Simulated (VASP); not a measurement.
# CS2 (Cmce) in VASP: further runs

Aim: see how the results for CS2 move with the level of theory and the settings. Levels: LDA, PBE, PBE+D3(BJ). Tasks: single point, relaxation of cell and atoms.

All numbers are computed with VASP 6.6.1; they aren't measurements. Logs are shortened: lines on timing, memory, paths and dates and some standing lists are left out, and cuts for length are marked.

## 1. The cell of the first run

It takes space group Cmce (No. 64, orthorhombic). Conventional cell: a = 7.292 Å, b = 5.989 Å, c = 9.851 Å, α = 90.00°, β = 90.00°, γ = 90.00°. Within 2.1 Å of S (site symmetry m) lie 1 C at 1.56 Å. Within 2.1 Å of C (site symmetry 2/m) lie 2 S at 1.56 Å.

## 2. Single point, LDA

Input file INCAR:

```
PREC = Accurate ; ENCUT = 520
EDIFF = 1E-6 ; ISMEAR = -1
SIGMA = 0.05 ; LREAL = False
LASPH = True ; NELM = 60
ALGO = Normal ; ISIF = 2
LWAVE = False ; LCHARG = False
GGA = CA ; NBANDS = 25
```

Input file KPOINTS:

```
regular mesh
0
Gamma
  6 6 3
```

Input file POSCAR:

```
CS2
1.0
    3.6457880000     -2.9943140000      0.0000000000
    3.6457880000      2.9943140000      0.0000000000
    0.0000000000      0.0000000000      9.8512570000
S C
4 2
Direct
    0.1815210000      0.8184790000      0.8868670000
    0.3184790000      0.6815210000      0.3868670000
    0.6815210000      0.3184790000      0.6131330000
    0.8184790000      0.1815210000      0.1131330000
    0.5000000000      0.5000000000      0.5000000000
    0.0000000000      0.0000000000      0.0000000000
```

Potentials or basis: VASP PAW LDA potentials, release 64 (S, C).

Started as:

```console
> cat potpaw_LDA.64/S/POTCAR potpaw_LDA.64/C/POTCAR > POTCAR
> mpirun -np 1 vasp_std > vasp.out
```

OUTCAR:

```text
PREC = Accurate
   ENCUT = 520
   EDIFF = 1E-6
   ISMEAR = -1
   LREAL = False
   LASPH = True
   NELM = 60
   ISIF = 2
   GGA = CA

 ion  position               nearest neighbor table
   1  0.182  0.818  0.887-   6 1.56
   2  0.318  0.682  0.387-   5 1.56
   3  0.682  0.318  0.613-   5 1.56
   4  0.818  0.182  0.113-   6 1.56
   5  0.500  0.500  0.500-   2 1.56   3 1.56
   6  0.000  0.000  0.000-   1 1.56   4 1.56

  LATTYP: Found a base centered orthorhombic cell.
 ALAT       =     5.9886280000
 B/A-ratio  =     1.2175703684
 C/A-ratio  =     1.6449939786

  Lattice vectors:

 A1 = (  -3.6457880000,  -2.9943140000,   0.0000000000)
 A2 = (   3.6457880000,  -2.9943140000,   0.0000000000)
 A3 = (   0.0000000000,   0.0000000000,   9.8512570000)

Analysis of symmetry for initial positions (statically):
=====================================================================
 Subroutine PRICEL returns:
 Original cell was already a primitive cell.

 Routine SETGRP: Setting up the symmetry group for a
 base centered orthorhombic supercell.

 Subroutine GETGRP returns: Found  8 space group operations
 (whereof  4 operations were pure point group operations)
 out of a pool of  8 trial point group operations.

The static configuration has the point symmetry C_2h.
 The point group associated with its full space group is D_2h.

Analysis of symmetry for dynamics (positions and initial velocities):
=====================================================================
 Subroutine PRICEL returns:
 Original cell was already a primitive cell.

 Routine SETGRP: Setting up the symmetry group for a
 base centered orthorhombic supercell.

 Subroutine GETGRP returns: Found  8 space group operations
 (whereof  4 operations were pure point group operations)
 out of a pool of  8 trial point group operations.

The dynamic configuration has the point symmetry C_2h.
 The point group associated with its full space group is D_2h.

 Subroutine INISYM returns: Found  8 space group operations
 (whereof  4 operations are pure point group operations),
 and found     1 'primitive' translations

----------------------------------------------------------------------------------------

                                     Primitive cell
[... 97 lines left out ...]
   ENCUT  =  520.0 eV  38.22 Ry    6.18 a.u.   8.77  8.77 18.32*2*pi/ulx,y,z
   NELM   =     60;   NELMIN=  2; NELMDL= -5     # of ELM steps
   EDIFF  = 0.1E-05   stopping-criterion for ELM
   LREAL  =      F    real-space projection
   EDIFFG = 0.1E-04   stopping-criterion for IOM
   NSW    =      0    number of steps for IOM
   IBRION =     -1    ionic relax: 0-MD 1-quasi-New 2-CG
   NFREE  =      0    steps in history (QN), initial steepest desc. (CG)
   ISIF   =      2    stress and relaxation
   ISYM   =      2    0-nonsym 1-usesym 2-fastsym
   POTIM  = 0.5000    time-step for ionic-motion
   TEBEG  =    0.0;   TEEND  =   0.0 temperature during run
   PSTRESS=    0.0 pullay stress
   NELECT =      32.0000    total number of electrons
   NUPDOWN=      -1.0000    fix difference up-down
   EMIN   =  10.00;   EMAX   =-10.00  energy-range for DOS
   EFERMI =   0.00;   METHOD = LEGACY
   ISMEAR =    -1;   SIGMA  =   0.05  broadening in eV -4-tet -1-fermi 0-gaus
   EFERMI_NEDOS =   21; number of points for ismear=-14 and -15
   IALGO  =     38    algorithm
   IMIX   =      4    mixing-type and parameters
     AMIX     =   0.40;   BMIX     =  1.00
     AMIX_MAG =   1.60;   BMIX_MAG =  1.00
  volume/ion in A,a.u.               =      35.85       241.91
  Fermi-wavevector in a.u.,A,eV,Ry     =   0.867470  1.639281 10.238452  0.752505
  Thomas-Fermi vector in A             =   1.986009
   LORBIT       =      0    0 simple, 1 ext, 2 COOP (PROOUT), +10 PAW based schemes
   GGA     = CA    functional components
   LHFCALC =     F    Hartree Fock is set to
   AEXX    =    0.0000 exact exchange contribution
   IVDW    =     0    specifies the selected vdW correction
   LEPSILON=     F    determine dielectric tensor
   LRPA    =     F    only Hartree local field effects (RPA)
 non-spin polarized calculation
  energy-cutoff  :      520.00
  volume of cell :      215.09
 maximum number of plane-waves:      5823
   NGX = 17   NGY = 17   NGZ = 37

 number of electron      31.9999998 magnetization

 Free energy of the ion-electron system (eV)
  ---------------------------------------------------
  ext. energy  EPLUGINS =         0.00000000
  ---------------------------------------------------
  free energy    TOTEN  =       -35.92053448 eV

  energy without entropy =      -35.92053448  energy(sigma->0) =      -35.92053448

 E-fermi :  -1.2327     XC(G=0):  -6.6939

 val. band max:       -2.3082844461   @ k =   0.5000   0.5000   0.0000
 cond. band min:       1.0344039117   @ k =   0.5000   0.5000   0.0000
 fundamental gap:      3.3426883578
 Fermi energy:        -1.2326543733

 k-point     1 :       0.0000    0.0000    0.0000
  band No.  band energies     occupation
      1     -17.0666      2.00000
      2     -17.0255      2.00000
      3     -14.9610      2.00000
      4     -14.8915      2.00000
      5      -8.5051      2.00000
      6      -8.2494      2.00000
[... 661 lines left out ...]
     24       5.3899      0.00000
     25       5.7032      0.00000

 [... further k-points ...]

------------------------ aborting loop because EDIFF is reached ----------------------------------------

  FORCE on cell =-STRESS in cart. coord.  units (eV):
  Direction    XX          YY          ZZ          XY          YZ          ZX
  --------------------------------------------------------------------------------------
  -------------------------------------------------------------------------------------
  Total       -1.0875868     -2.6611038     -2.7208359      0.0000000      0.0000000      0.0000000
  in kB       -8.1014751    -19.8226632    -20.2676098      0.0000000      0.0000000      0.0000000
  external PRESSURE =     -16.0639160 kB  Pullay stress =       0.0000000 kB

 VOLUME and BASIS-vectors are now :
 -----------------------------------------------------------------------------
  energy-cutoff  :      520.00
  volume of cell :      215.09
      direct lattice vectors                 reciprocal lattice vectors
     3.645788000 -2.994314000  0.000000000     0.137144562 -0.166983155  0.000000000
     3.645788000  2.994314000  0.000000000     0.137144562  0.166983155  0.000000000
     0.000000000  0.000000000  9.851257000     0.000000000  0.000000000  0.101509889

 POSITION                                       TOTAL-FORCE (eV/Angst)
 -----------------------------------------------------------------------------------
      3.64579      1.90725      8.73675         0.000000      0.351543      0.357808
      3.64579      1.08706      3.81113         0.000000     -0.351543      0.357808
      3.64579     -1.08706      6.04013         0.000000      0.351543     -0.357808
      3.64579     -1.90725      1.11450         0.000000     -0.351543     -0.357808
      3.64579      0.00000      4.92563         0.000000     -0.000000      0.000000
      0.00000      0.00000      0.00000        -0.000000     -0.000000      0.000000
 -----------------------------------------------------------------------------------
    total drift:                                0.000000     -0.000000     -0.000000

  FREE ENERGIE OF THE ION-ELECTRON SYSTEM (eV)
  ---------------------------------------------------
  free  energy   TOTEN  =       -35.9205344760 eV

  energy  without entropy=      -35.9205344759  energy(sigma->0) =      -35.92053448
```

stdout:

```text
POSCAR found type information on POSCAR S C
 POSCAR found :  2 types and       6 ions
 scaLAPACK will be used
 LDA part: xc-table for (Slater(with rela. corr.)+CA(PZ))
 , standard interpolation
 POSCAR, INCAR and KPOINTS ok, starting setup
 FFT: planning ... GRIDC
 FFT: planning ... GRID_SOFT
 FFT: planning ... GRID
 WAVECAR not read
 entering main loop
```

It took 78 s on 1 thread of Intel Xeon Platinum 8488C (Sapphire Rapids), shared host; peak memory 0.3 GiB.

What came out:

```
Free energy            : -35.9205 eV
Pressure               : -1.6 GPa
Largest force          : 0.502 eV/Å
Band gap on the k mesh : 3.34 eV
```

Forces in eV/Å, atoms in the order of the input:
```
S    0.000  0.352  0.358
S    0.000 -0.352  0.358
S    0.000  0.352 -0.358
S    0.000 -0.352 -0.358
C    0.000  0.000  0.000
C    0.000  0.000  0.000
```

A k mesh can miss the band edges.

## 3. Single point, PBE

This run uses another cell than the first one, of 36.87 Å³/atom.

Input file INCAR:

```
ALGO = Normal ; EDIFF = 1E-6
ENCUT = 520 ; GGA = PE
ISIF = 2 ; ISMEAR = -1
LASPH = True ; LCHARG = False
LREAL = False ; LWAVE = False
NBANDS = 25 ; NELM = 80
PREC = Accurate ; SIGMA = 0.05
```

Input file KPOINTS:

```
k-points
0
Gamma
  6 6 3
```

Input file POSCAR:

```
CS2
1.0
    3.6699099489     -3.0251014382      0.0000000000
    3.6699099489      3.0251014382      0.0000000000
    0.0000000000      0.0000000000      9.9639019929
S C
4 2
Direct
    0.1764987721      0.8235012279      0.8856040201
    0.3235012279      0.6764987721      0.3856040201
    0.6764987721      0.3235012279      0.6143959799
    0.8235012279      0.1764987721      0.1143959799
    0.5000000000      0.5000000000      0.5000000000
    0.0000000000      0.0000000000      0.0000000000
```

Potentials or basis: VASP PAW PBE potentials, release 64 (S, C).

Started as:

```console
> cat potpaw_PBE.64/S/POTCAR potpaw_PBE.64/C/POTCAR > POTCAR
> mpirun -np 1 vasp_std > vasp.out
```

OUTCAR:

```text
EDIFF = 1E-6
   ENCUT = 520
   GGA = PE
   ISIF = 2
   ISMEAR = -1
   LASPH = True
   LREAL = False
   NELM = 80
   PREC = Accurate

 ion  position               nearest neighbor table
   1  0.176  0.824  0.886-   6 1.56
   2  0.324  0.676  0.386-   5 1.56
   3  0.676  0.324  0.614-   5 1.56
   4  0.824  0.176  0.114-   6 1.56
   5  0.500  0.500  0.500-   2 1.56   3 1.56
   6  0.000  0.000  0.000-   1 1.56   4 1.56

  LATTYP: Found a base centered orthorhombic cell.
 ALAT       =     6.0502028764
 B/A-ratio  =     1.2131526905
 C/A-ratio  =     1.6468707242

  Lattice vectors:

 A1 = (  -3.6699099489,  -3.0251014382,   0.0000000000)
 A2 = (   3.6699099489,  -3.0251014382,   0.0000000000)
 A3 = (   0.0000000000,   0.0000000000,   9.9639019929)

Analysis of symmetry for initial positions (statically):
=====================================================================
 Subroutine PRICEL returns:
 Original cell was already a primitive cell.

 Routine SETGRP: Setting up the symmetry group for a
[... 179 lines left out ...]
 val. band max:       -2.3109599040   @ k =   0.5000   0.5000   0.0000
 cond. band min:       1.1153872546   @ k =   0.5000   0.5000   0.0000
 fundamental gap:      3.4263471586
 Fermi energy:        -1.2092194867

 k-point     1 :       0.0000    0.0000    0.0000
  band No.  band energies     occupation
      1     -17.1056      2.00000
      2     -17.0698      2.00000
      3     -14.9454      2.00000
      4     -14.8805      2.00000
      5      -8.5930      2.00000
      6      -8.3582      2.00000
[... 661 lines left out ...]
     24       5.6258      0.00000
     25       5.9765      0.00000

 [... further k-points ...]

------------------------ aborting loop because EDIFF is reached ----------------------------------------

  FORCE on cell =-STRESS in cart. coord.  units (eV):
  Direction    XX          YY          ZZ          XY          YZ          ZX
  --------------------------------------------------------------------------------------
  -------------------------------------------------------------------------------------
  Total       -0.0250533     -0.7527545     -0.8498462      0.0000000     -0.0000000      0.0000000
  in kB       -0.1814346     -5.4514138     -6.1545478      0.0000000     -0.0000000      0.0000000
  external PRESSURE =      -3.9291321 kB  Pullay stress =       0.0000000 kB

 VOLUME and BASIS-vectors are now :
 -----------------------------------------------------------------------------
  energy-cutoff  :      520.00
  volume of cell :      221.24
      direct lattice vectors                 reciprocal lattice vectors
     3.669909949 -3.025101438  0.000000000     0.136243125 -0.165283714  0.000000000
     3.669909949  3.025101438  0.000000000     0.136243125  0.165283714  0.000000000
     0.000000000  0.000000000  9.963901993     0.000000000  0.000000000  0.100362288

 POSITION                                       TOTAL-FORCE (eV/Angst)
 -----------------------------------------------------------------------------------
      3.66991      1.95725      8.82407         0.000000      0.170045      0.180558
      3.66991      1.06785      3.84212         0.000000     -0.170045      0.180558
      3.66991     -1.06785      6.12178         0.000000      0.170045     -0.180558
      3.66991     -1.95725      1.13983         0.000000     -0.170045     -0.180558
      3.66991      0.00000      4.98195        -0.000000      0.000000     -0.000000
      0.00000      0.00000      0.00000         0.000000      0.000000     -0.000000
 -----------------------------------------------------------------------------------
    total drift:                               -0.000000     -0.000000      0.000000

  FREE ENERGIE OF THE ION-ELECTRON SYSTEM (eV)
  ---------------------------------------------------
  free  energy   TOTEN  =       -33.3780139425 eV

  energy  without entropy=      -33.3780139424  energy(sigma->0) =      -33.37801394
```

stdout:

```text
POSCAR found type information on POSCAR S C
 POSCAR found :  2 types and       6 ions
 scaLAPACK will be used
 LDA part: xc-table for (Slater+PW92), standard interpolation
 POSCAR, INCAR and KPOINTS ok, starting setup
 FFT: planning ... GRIDC
 FFT: planning ... GRID_SOFT
 FFT: planning ... GRID
 WAVECAR not read
 entering main loop
```

Wall time 87 s (1 thread of Intel Xeon Platinum 8488C (Sapphire Rapids), shared host); peak memory 0.35 GiB.

What came out:

```yaml
Free_energy: -33.3780 eV
Pressure: -0.4 GPa
Largest_force: 0.248 eV/Å
Band_gap_on_the_k_mesh: 3.43 eV
```

Forces on the atoms (eV/Å):
```
S    0.000  0.170  0.181
S    0.000 -0.170  0.181
S    0.000  0.170 -0.181
S    0.000 -0.170 -0.181
C    0.000  0.000  0.000
C    0.000  0.000  0.000
```

Levels at points of the mesh, in eV from the valence-band top:
```csv
k point,band 12,band 13,band 14,band 15,band 16,band 17,band 18,band 19,band 20,band 21
"(0.00, 0.00, 0.00)",-2.74,-0.44,-0.32,-0.31,-0.16,3.50,3.55,3.80,3.99,5.23
"(0.50, 0.00, 0.00)",-2.83,-0.27,-0.27,-0.14,-0.14,3.58,3.58,3.70,3.70,6.71
"(0.50, 0.50, 0.00)",-2.98,-0.53,-0.46,-0.23,0.00,3.43,3.47,4.10,4.13,6.35
```

Caveat: this functional lacks dispersion, which holds the molecules together, so the pressure and a relaxed volume are unreliable.

## 4. Relaxation of cell and atoms, LDA

Input file INCAR:

```
ALGO     = Normal         # electronic algorithm
EDIFF    = 1E-6           # SCF threshold, eV
EDIFFG   = -0.01          # ionic threshold
ENCUT    = 600            # plane-wave cutoff, eV
IBRION   = 2              # ionic algorithm
ISIF     = 3              # what is computed and relaxed
ISMEAR   = -1             # smearing method
LASPH    = T              # aspherical terms in the spheres
LCHARG   = F              # write CHGCAR
LREAL    = F              # projectors in reciprocal space
LWAVE    = F              # write WAVECAR
NELM     = 80             # most SCF steps
NSW      = 60             # ionic steps
PREC     = Accurate       # precision mode
SIGMA    = 0.05           # smearing width, eV
```

KPOINTS is that of step 3.

Input file POSCAR:

```
CS2
1.0
    3.6457880000     -2.9943140000      0.0000000000
    3.6457880000      2.9943140000      0.0000000000
    0.0000000000      0.0000000000      9.8512570000
S C
4 2
Direct
    0.1815210000      0.8184790000      0.8868670000
    0.3184790000      0.6815210000      0.3868670000
    0.6815210000      0.3184790000      0.6131330000
    0.8184790000      0.1815210000      0.1131330000
    0.5000000000      0.5000000000      0.5000000000
    0.0000000000      0.0000000000      0.0000000000
```

Potentials or basis: VASP PAW LDA potentials, release 64 (S, C).

Started as:

```console
> cat potpaw_LDA.64/S/POTCAR potpaw_LDA.64/C/POTCAR > POTCAR
> mpirun -np 1 vasp_std > vasp.out
```

Wall time 24 min (1 thread of Intel Xeon Platinum 8488C (Sapphire Rapids), shared host); peak memory 0.35 GiB.

The run converged. Its results:

```
Free energy                           : -36.4235 eV
Relaxed volume                        : 21.87 Å³/atom
Relaxed cell                          : a = 3.890 Å, b = 3.890 Å, c = 8.718 Å, α = 90.00°, β = 90.00°, γ = 84.03°
Space group after relaxing (to 0.1 Å) : Cmce (No. 64)
Energy gained by relaxing             : 82.9 meV/atom
Ionic steps                           : 43
Pressure after relaxing               : 0.0 GPa
Largest force after relaxing          : 0.003 eV/Å
Band gap on the k mesh                : 2.33 eV
```

Forces in eV/Å, atoms in the order of the input:
```
S    0.000  0.003  0.000
S    0.000 -0.003  0.000
S    0.000  0.003  0.000
S    0.000 -0.003  0.000
C    0.000  0.000  0.000
C    0.000  0.000  0.000
```

The path:
| step | energy change (eV) | largest force (eV/Å) | pressure (GPa) | volume (Å³) |
| --- | --- | --- | --- | --- |
| 1 | 0.0000 | 0.5084 | -1.62 | 215.09 |
| 3 | -0.0231 | 0.2344 | -0.49 | 212.26 |
| 5 | -0.0441 | 0.2601 | -0.48 | 208.29 |
| 7 | -0.2500 | 0.4383 | -0.30 | 175.28 |
| 9 | -0.4035 | 1.3069 | 4.57 | 120.65 |
| 11 | -0.4576 | 1.0454 | 2.59 | 130.57 |
| 13 | -0.4839 | 0.2412 | 1.20 | 124.79 |
| 15 | -0.4864 | 0.2975 | 1.22 | 125.87 |
| 17 | -0.4964 | 0.0853 | 0.23 | 130.28 |
| 19 | -0.4966 | 0.0457 | 0.07 | 131.15 |
| 21 | -0.4966 | 0.0279 | 0.00 | 131.32 |
| 23 | -0.4967 | 0.0586 | -0.16 | 130.75 |
| 25 | -0.4968 | 0.0274 | -0.09 | 130.90 |
| 27 | -0.4969 | 0.0196 | -0.01 | 130.25 |
| 29 | -0.4969 | 0.0270 | 0.09 | 130.35 |
| 31 | -0.4970 | 0.0180 | 0.07 | 130.40 |
| 33 | -0.4971 | 0.0078 | -0.02 | 131.01 |
| 35 | -0.4971 | 0.0091 | -0.06 | 131.30 |
| 37 | -0.4972 | 0.0075 | -0.05 | 131.14 |
| 39 | -0.4972 | 0.0180 | 0.00 | 131.16 |
| 41 | -0.4973 | 0.0058 | -0.05 | 131.22 |
| 43 | -0.4973 | 0.0033 | -0.04 | 131.23 |

Final structure:
```
CELL_PARAMETERS angstrom
2.89040 -2.60397 0.00000
2.89040 2.60397 0.00000
0.00000 0.00000 8.71757
ATOMIC_POSITIONS crystal
S 0.20448 0.79552 0.87128
S 0.29552 0.70448 0.37128
S 0.70448 0.29552 0.62872
S 0.79552 0.20448 0.12872
C 0.50000 0.50000 0.50000
C 0.00000 0.00000 0.00000
```

Levels at points of the mesh, in eV from the valence-band top:
| k point | band 13 | band 14 | band 15 | band 16 | band 17 | band 18 | band 19 | band 20 |
| --- | --- | --- | --- | --- | --- | --- | --- | --- |
| (0.00, 0.00, 0.00) | -1.25 | -0.98 | -0.96 | -0.27 | 2.38 | 2.58 | 3.48 | 3.96 |
| (0.50, 0.00, 0.00) | -0.81 | -0.81 | -0.36 | -0.36 | 2.90 | 2.90 | 3.50 | 3.50 |
| (0.50, 0.50, 0.00) | -1.79 | -1.76 | -0.70 | 0.00 | 2.33 | 2.77 | 4.54 | 4.68 |

Caveat: the volume moved by over 15 % at a fixed basis, so the end points are rough. A k mesh can miss the band edges.

(Continued in part 2 of 2.)
